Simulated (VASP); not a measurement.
# NaF (F-43m) in VASP: further runs, part 2 of 2

VASP 6.6.1.

**4. Single point, PBE (volume changed by -3%)**

INCAR reads:

```
PREC = Accurate
ENCUT = 520
EDIFF = 1E-6
ISMEAR = 0
SIGMA = 0.01
LREAL = False
LASPH = True
NELM = 100
ALGO = Normal
ISIF = 2
LWAVE = False
LCHARG = True
GGA = PE
LELF = True
LVHAR = True
NBANDS = 14
```

KPOINTS reads:

```
Automatic mesh
0
Gamma
  8 8 8
```

POSCAR reads:

```
NaF
1.0
    0.0000000000      2.5510559209      2.5510559209
    2.5510559209      0.0000000000      2.5510559209
    2.5510559209      2.5510559209      0.0000000000
Na F
1 1
Direct
    0.0000000000      0.0000000000      0.0000000000
    0.2500000000      0.2500000000      0.2500000000
```

Potentials or basis: VASP PAW PBE potentials, release 64 (Na_pv, F).

Launch:

```bash
> cat potpaw_PBE.64/Na_pv/POTCAR potpaw_PBE.64/F/POTCAR > POTCAR
> mpirun -np 1 vasp_std > vasp.out
```

OUTCAR:

```text
PREC = Accurate
   ENCUT = 520
   EDIFF = 1E-6
   ISMEAR = 0
   LREAL = False
   LASPH = True
   NELM = 100
   ISIF = 2
   GGA = PE

 ion  position               nearest neighbor table
   1  0.000  0.000  0.000-   2 2.21   2 2.21   2 2.21   2 2.21
   2  0.250  0.250  0.250-   1 2.21   1 2.21   1 2.21   1 2.21

  LATTYP: Found a face centered cubic cell.
 ALAT       =     5.1021118418

  Lattice vectors:

 A1 = (   0.0000000000,   2.5510559209,   2.5510559209)
 A2 = (   2.5510559209,   0.0000000000,   2.5510559209)
 A3 = (   2.5510559209,   2.5510559209,   0.0000000000)

Analysis of symmetry for initial positions (statically):
=====================================================================
 Subroutine PRICEL returns:
 Original cell was already a primitive cell.

 Routine SETGRP: Setting up the symmetry group for a
 face centered cubic supercell.

 Subroutine GETGRP returns: Found 24 space group operations
 (whereof 24 operations were pure point group operations)
 out of a pool of 48 trial point group operations.

The static configuration has the point symmetry T_d .

[... 172 lines left out ...]
      4     -22.1818      2.00000
      5      -3.4561      2.00000
      6      -3.4561      2.00000
      7      -3.4561      2.00000
      8       2.0796      0.00000
      9      15.6182      0.00000
     10      15.6182      0.00000
     11      15.6182      0.00000
     12      17.1943      0.00000
     13      17.1943      0.00000
     14      17.1943      0.00000
[... 377 lines left out ...]
      1     -22.9360      2.00000
      2     -22.4203      2.00000
      3     -22.4024      2.00000
      4     -21.5418      2.00000
      5      -4.1299      2.00000
      6      -3.7119      2.00000
      7      -3.5409      2.00000
      8       6.6723      0.00000
      9       7.9672      0.00000
     10      11.2445      0.00000
     11      13.0828      0.00000
     12      16.9633      0.00000
     13      17.8599      0.00000
     14      20.6705      0.00000

 [... further k-points ...]

------------------------ aborting loop because EDIFF is reached ----------------------------------------

  FORCE on cell =-STRESS in cart. coord.  units (eV):
  Direction    XX          YY          ZZ          XY          YZ          ZX
  --------------------------------------------------------------------------------------
  -------------------------------------------------------------------------------------
  Total        0.2130080      0.2130080      0.2130080      0.0000000     -0.0000000     -0.0000000
  in kB       10.2781873     10.2781873     10.2781873      0.0000000     -0.0000000     -0.0000000
  external PRESSURE =      10.2781873 kB  Pullay stress =       0.0000000 kB

 VOLUME and BASIS-vectors are now :
 -----------------------------------------------------------------------------
  energy-cutoff  :      520.00
  volume of cell :       33.20
      direct lattice vectors                 reciprocal lattice vectors
     0.000000000  2.551055921  2.551055921    -0.195997272  0.195997272  0.195997272
     2.551055921  0.000000000  2.551055921     0.195997272 -0.195997272  0.195997272
     2.551055921  2.551055921  0.000000000     0.195997272  0.195997272 -0.195997272

 POSITION                                       TOTAL-FORCE (eV/Angst)
 -----------------------------------------------------------------------------------
      0.00000      0.00000      0.00000        -0.000000      0.000000     -0.000000
      1.27553      1.27553      1.27553         0.000000     -0.000000      0.000000
 -----------------------------------------------------------------------------------
    total drift:                               -0.000001     -0.000001     -0.000001

  FREE ENERGIE OF THE ION-ELECTRON SYSTEM (eV)
  ---------------------------------------------------
  free  energy   TOTEN  =        -8.3918295934 eV

  energy  without entropy=       -8.3918295934  energy(sigma->0) =       -8.39182959
```

OSZICAR:

```text
N       E                     dE             d eps       ncg     rms          rms(c)
DAV:   1     0.113457290961E+03    0.11346E+03   -0.76156E+03   818   0.111E+03
DAV:   2    -0.301993861959E+01   -0.11648E+03   -0.10755E+03   896   0.333E+02
DAV:   3    -0.952111544135E+01   -0.65012E+01   -0.64879E+01   998   0.727E+01
DAV:   4    -0.958192598802E+01   -0.60811E-01   -0.60807E-01   914   0.782E+00
DAV:   5    -0.958264463456E+01   -0.71865E-03   -0.71864E-03  1046   0.850E-01    0.604E+00
DAV:   6    -0.839658126980E+01    0.11861E+01   -0.42241E+00  1090   0.164E+01    0.209E+00
DAV:   7    -0.837907103569E+01    0.17510E-01   -0.40195E-02   836   0.205E+00    0.120E+00
DAV:   8    -0.838950186877E+01   -0.10431E-01   -0.44971E-02   872   0.339E+00    0.213E-01
DAV:   9    -0.839237460807E+01   -0.28727E-02   -0.10079E-02   962   0.103E+00    0.213E-01
DAV:  10    -0.839181669289E+01    0.55792E-03   -0.38979E-03   908   0.786E-01    0.189E-02
DAV:  11    -0.839182214029E+01   -0.54474E-05   -0.87658E-05   914   0.947E-02    0.635E-03
DAV:  12    -0.839183033724E+01   -0.81970E-05   -0.21805E-05   872   0.406E-02    0.749E-03
DAV:  13    -0.839182959344E+01    0.74381E-06   -0.27911E-06  1040   0.187E-02
   1 F= -.83918296E+01 E0= -.83918296E+01  d E =-.498870E-36
```

stdout:

```text
POSCAR found type information on POSCAR NaF
 POSCAR found :  2 types and       2 ions
 scaLAPACK will be used
 LDA part: xc-table for (Slater+PW92), standard interpolation
 POSCAR, INCAR and KPOINTS ok, starting setup
 FFT: planning ... GRIDC
 FFT: planning ... GRID_SOFT
 FFT: planning ... GRID
 WAVECAR not read
 entering main loop
```

It took 36 s on 1 thread of AMD EPYC 7R13, shared host; peak memory 0.12 GiB.

Results:

| Property | Result |
| --- | --- |
| Free energy | -8.3918 eV |
| Pressure | 1.0 GPa |
| Band gap on the k mesh | 5.54 eV, direct |

Levels at points of the mesh, in eV from the valence-band top:
| k point | band 4 | band 5 | band 6 | band 7 | band 8 | band 9 | band 10 | band 11 |
| --- | --- | --- | --- | --- | --- | --- | --- | --- |
| (0.00, 0.00, 0.00) | -18.73 | 0.00 | 0.00 | 0.00 | 5.54 | 19.07 | 19.07 | 19.07 |
| (0.50, 0.00, 0.00) | -18.15 | -0.82 | -0.04 | -0.04 | 9.84 | 10.74 | 17.01 | 17.01 |
| (0.50, 0.50, 0.00) | -18.03 | -0.76 | -0.16 | -0.16 | 9.87 | 11.87 | 15.98 | 16.85 |

Caveat: the cell differs from its parent crystal (volume changed by -3%).

**5. Single point, PBE**

This run uses another cell than the first one, of 17.12 Å³/atom, 1.055 times its volume.

INCAR reads:

```
SYSTEM = NaF
PREC     = Accurate       ! precision mode
ENCUT    = 520            ! plane-wave cutoff, eV
EDIFF    = 1E-7           ! SCF threshold, eV
ISMEAR   = 0              ! smearing method
SIGMA    = 0.01           ! smearing width, eV
LREAL    = .FALSE.        ! projectors in reciprocal space
LASPH    = .TRUE.         ! aspherical terms in the spheres
NELM     = 80             ! most SCF steps
ALGO     = Normal         ! electronic algorithm
ISIF     = 2              ! what is computed and relaxed
LWAVE    = .FALSE.        ! write WAVECAR
LCHARG   = .TRUE.         ! write CHGCAR
GGA      = PE             ! functional
LELF     = .TRUE.         ! ELF
LVHAR    = .TRUE.       
NBANDS   = 14             ! bands
```

KPOINTS reads:

```
regular mesh
0
G
  8 8 8
  0 0 0
```

POSCAR reads:

```
NaF
1.0
    0.0000000000      2.5770889018      2.5770889018
    2.5770889018      0.0000000000      2.5770889018
    2.5770889018      2.5770889018      0.0000000000
Na F
1 1
Direct
    0.0000000000      0.0000000000      0.0000000000
    0.2500000000      0.2500000000      0.2500000000
```

Potentials or basis: VASP PAW PBE potentials, release 64 (Na_pv, F).

Launch:

```bash
> cat potpaw_PBE.64/Na_pv/POTCAR potpaw_PBE.64/F/POTCAR > POTCAR
> mpirun -np 1 vasp_std > vasp.out
```

OUTCAR:

```text
SYSTEM = NaF
   PREC = Accurate
   ENCUT = 520
   EDIFF = 1E-7
   ISMEAR = 0
   LREAL = .FALSE.
   LASPH = .TRUE.
   NELM = 80
   ISIF = 2
   GGA = PE

 ion  position               nearest neighbor table
   1  0.000  0.000  0.000-   2 2.23   2 2.23   2 2.23   2 2.23
   2  0.250  0.250  0.250-   1 2.23   1 2.23   1 2.23   1 2.23

  LATTYP: Found a face centered cubic cell.
 ALAT       =     5.1541778036

  Lattice vectors:

 A1 = (   0.0000000000,   2.5770889018,   2.5770889018)
 A2 = (   2.5770889018,   0.0000000000,   2.5770889018)
 A3 = (   2.5770889018,   2.5770889018,   0.0000000000)

Analysis of symmetry for initial positions (statically):
=====================================================================
 Subroutine PRICEL returns:
 Original cell was already a primitive cell.

 Routine SETGRP: Setting up the symmetry group for a
 face centered cubic supercell.

 Subroutine GETGRP returns: Found 24 space group operations
 (whereof 24 operations were pure point group operations)
 out of a pool of 48 trial point group operations.

The static configuration has the point symmetry T_d .

Analysis of symmetry for dynamics (positions and initial velocities):
[... 176 lines left out ...]
      9      15.2269      0.00000
     10      15.2269      0.00000
     11      15.2269      0.00000
     12      16.7900      0.00000
     13      16.7900      0.00000
     14      16.7900      0.00000
[... 377 lines left out ...]
      1     -23.0358      2.00000
      2     -22.6026      2.00000
      3     -22.5868      2.00000
      4     -21.6909      2.00000
      5      -4.1849      2.00000
      6      -3.7826      2.00000
      7      -3.6192      2.00000
      8       6.4482      0.00000
      9       7.6825      0.00000
     10      10.9160      0.00000
     11      12.7266      0.00000
     12      16.5140      0.00000
     13      17.3981      0.00000
     14      20.2037      0.00000

 [... further k-points ...]

------------------------ aborting loop because EDIFF is reached ----------------------------------------

  FORCE on cell =-STRESS in cart. coord.  units (eV):
  Direction    XX          YY          ZZ          XY          YZ          ZX
  --------------------------------------------------------------------------------------
  -------------------------------------------------------------------------------------
  Total       -0.0066664     -0.0066664     -0.0066664     -0.0000000     -0.0000000      0.0000000
  in kB       -0.3120192     -0.3120192     -0.3120192     -0.0000000     -0.0000000      0.0000000
  external PRESSURE =      -0.3120192 kB  Pullay stress =       0.0000000 kB

 VOLUME and BASIS-vectors are now :
 -----------------------------------------------------------------------------
  energy-cutoff  :      520.00
  volume of cell :       34.23
      direct lattice vectors                 reciprocal lattice vectors
     0.000000000  2.577088902  2.577088902    -0.194017366  0.194017366  0.194017366
     2.577088902  0.000000000  2.577088902     0.194017366 -0.194017366  0.194017366
     2.577088902  2.577088902  0.000000000     0.194017366  0.194017366 -0.194017366

 POSITION                                       TOTAL-FORCE (eV/Angst)
 -----------------------------------------------------------------------------------
      0.00000      0.00000      0.00000         0.000000      0.000000      0.000000
      1.28854      1.28854      1.28854        -0.000000     -0.000000     -0.000000
 -----------------------------------------------------------------------------------
    total drift:                               -0.000001     -0.000001     -0.000001

  FREE ENERGIE OF THE ION-ELECTRON SYSTEM (eV)
  ---------------------------------------------------
  free  energy   TOTEN  =        -8.3962864173 eV

  energy  without entropy=       -8.3962864173  energy(sigma->0) =       -8.39628642
```

stdout:

```text
POSCAR found type information on POSCAR NaF
 POSCAR found :  2 types and       2 ions
 scaLAPACK will be used
 LDA part: xc-table for (Slater+PW92), standard interpolation
 POSCAR, INCAR and KPOINTS ok, starting setup
 FFT: planning ... GRIDC
 FFT: planning ... GRID_SOFT
 FFT: planning ... GRID
 WAVECAR not read
 entering main loop
```

It took 41 s on 1 thread of AMD EPYC 7R13, shared host; peak memory 0.12 GiB.

What came out:

- Free energy: -8.3963 eV
- Pressure: 0.0 GPa
- Band gap on the k mesh: 5.44 eV, direct

Levels at points of the mesh, in eV from the valence-band top:
| k point | band 5 | band 6 | band 7 | band 8 | band 9 | band 10 |
| --- | --- | --- | --- | --- | --- | --- |
| (0.00, 0.00, 0.00) | 0.00 | 0.00 | 0.00 | 5.44 | 18.76 | 18.76 |
| (0.50, 0.00, 0.00) | -0.80 | -0.04 | -0.04 | 9.69 | 10.52 | 16.77 |
| (0.50, 0.50, 0.00) | -0.73 | -0.16 | -0.16 | 9.75 | 11.69 | 15.65 |

A k mesh can miss the band edges. Expect the measured gap to be larger: semilocal functionals such as PBE lack the derivative discontinuity.

**6. Overview**

| cell | gap on the mesh (eV) | pressure (GPa) |
| --- | --- | --- |
| a = 3.580 Å, angles 60.0°, 2 atoms | 5.61 | 1.9 |
| a = 3.570 Å, angles 60.0°, 2 atoms | 5.64 | 2.3 |
| a = 3.608 Å, angles 60.0°, 2 atoms | 5.54 | 1.0 |
| a = 3.645 Å, angles 60.0°, 2 atoms | 5.44 | 0.0 |

Alike in all rows: task single point; level PBE; potentials or basis VASP PAW PBE potentials, release 64 (Na_pv, F); no spin polarisation; k mesh 8 × 8 × 8; cutoff (eV) 520; smearing gaussian 0.01 eV.

Total energies depend on the potentials used, so only differences within one code and one set of settings carry meaning.
